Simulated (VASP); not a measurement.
A run of VASP 6.6.1 is set up as follows.

File INCAR:

```
ALGO     = Normal         # electronic algorithm
EDIFF    = 1E-6           # SCF threshold, eV
EDIFFG   = -0.005         # ionic threshold
ENCUT    = 600            # plane-wave cutoff, eV
GGA      = PE             # functional
IBRION   = 2              # ionic algorithm
ISIF     = 3              # what is computed and relaxed
ISMEAR   = -1             # smearing method
LASPH    = True           # aspherical terms in the spheres
LCHARG   = False          # write CHGCAR
LREAL    = False          # projectors in reciprocal space
LWAVE    = False          # write WAVECAR
NELM     = 100            # most SCF steps
NSW      = 60             # ionic steps
PREC     = Accurate       # precision mode
PSTRESS  = 220.0        
SIGMA    = 0.08           # smearing width, eV
```

File KPOINTS:

```
k-points
0
Gamma
  16 16 16
```

File POSCAR:

```
Zn
1.0
    2.3605113121      0.0000000000      0.0000000000
    0.0000000000      2.3605113121      0.0000000000
    0.0000000000      0.0000000000      2.3605113121
Zn
1
Direct
    0.0000000000      0.0000000000      0.0000000000
```

Potentials or basis: VASP PAW PBE potentials, release 64 (Zn).

Command:

```console
$ cat potpaw_PBE.64/Zn/POTCAR > POTCAR
$ mpirun -np 1 vasp_std > vasp.out
```

(1) What does it give for the relaxed volume?

(2) Predict the space group after relaxing (to 0.1 Å).

(3) Predict the band gap on the k mesh.

## Answers

(1) 14.27 Å³/atom.

(2) Pm-3m (No. 221).

(3) zero (bands 6 and 7 overlap by 9.22 eV).

Caveat: the cell is relaxed towards a set pressure, so the run minimises the enthalpy, not the energy.
